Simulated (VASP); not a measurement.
Wanted: the native input for a VASP 6.6.1 run.

```yaml
Task: single point
Functional: LDA
Potentials_or_basis: VASP PAW LDA potentials, release 64 (B, P)
Cutoff: 520 eV
k_mesh: 8 × 8 × 8
Occupations: fermi-dirac, width 0.02 eV
Spin: no spin polarisation
Dipole_correction: no
Further_INCAR_settings: ALGO = Normal; EDIFF = 1e-07; NBANDS = 11
```

The structure of BP lies in POSCAR:

```
BP
1.0
    0.0000000000      2.2454955122      2.2454955122
    2.2454955122      0.0000000000      2.2454955122
    2.2454955122      2.2454955122      0.0000000000
B P
1 1
Direct
    0.0000000000      0.0000000000      0.0000000000
    0.2500000000      0.2500000000      0.2500000000
```

These files were run (other wordings do the same):

INCAR

```
SYSTEM = BP
  ALGO = Normal
  EDIFF = 1E-7
  ENCUT = 520
  GGA = CA
  ISIF = 2
  ISMEAR = -1
  LASPH = .TRUE.
  LCHARG = .TRUE.
  LELF = .TRUE.
  LREAL = .FALSE.
  LVHAR = .TRUE.
  LWAVE = .FALSE.
  NBANDS = 11
  NELM = 100
  PREC = Accurate
  SIGMA = 0.02
```

KPOINTS

```
k-points
0
G
  8 8 8
  0 0 0
```

Potentials or basis: VASP PAW LDA potentials, release 64 (B, P).

Command:

```console
$ cat potpaw_LDA.64/B/POTCAR potpaw_LDA.64/P/POTCAR > POTCAR
$ mpirun -np 1 vasp_std > vasp.out
```

It gave:

```yaml
Pressure: -0.2 GPa
Band_gap_on_the_k_mesh: 1.18 eV, indirect (least direct gap 3.43 eV)
```

Run time: 7.2 s on 1 thread of Intel Xeon 8259CL (shared host), peak memory 0.12 GiB.
